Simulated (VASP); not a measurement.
A run of VASP 6.6.1 is set up as follows.

The input INCAR:

```
SYSTEM = Cu2IBr
PREC = Accurate
ENCUT = 520
EDIFF = 1E-6
ISMEAR = -1
SIGMA = 0.05
LREAL = .FALSE.
LASPH = .TRUE.
NELM = 100
ALGO = Normal
ISIF = 2
LWAVE = .FALSE.
LCHARG = .TRUE.
GGA = PS
IVDW = 12
LELF = .TRUE.
LVHAR = .TRUE.
NBANDS = 26
```

KPOINTS

```
Automatic mesh
0
G
  8 8 8
  0 0 0
```

File POSCAR:

```
Cu2IBr
1.0
    1.9685310750      1.1365319461      6.3876248825
   -1.9685310750      1.1365319461      6.3876248825
    0.0000000000     -2.2730638921      6.3876248825
I Br Cu
1 1 2
Direct
    0.0000000000      0.0000000000      0.0000000000
    0.5000000000      0.5000000000      0.5000000000
    0.2490310000      0.2490310000      0.2490310000
    0.7509690000      0.7509690000      0.7509690000
```

Potentials or basis: VASP PAW PBE potentials, release 64 (I, Br, Cu).

Run with:

```sh
$ cat potpaw_PBE.64/I/POTCAR potpaw_PBE.64/Br/POTCAR potpaw_PBE.64/Cu/POTCAR > POTCAR
$ mpirun -np 1 vasp_std > vasp.out
```

(1) What does it give for the largest force?

(2) Estimate the dispersion energy per atom.

(3) What does it give for the pressure?

(4) Estimate the band gap on the k mesh.

Answers

(1) 0.012 eV/Å.

(2) -0.343 eV.

(3) -5.8 GPa.

(4) zero (band 18 reaches 5.43 eV, above the bottom of band 19 at 5.33 eV).

Caveat: three body term missing; the PAW data sets were made with another functional, which shifts forces and pressure a little; spin-orbit coupling is left out, which moves the levels of the heavy elements; semilocal functionals often make such compounds metallic where correlation or magnetic order opens a gap, which also shifts bond lengths; pairwise dispersion overbinds metals, which lowers pressure and volume.
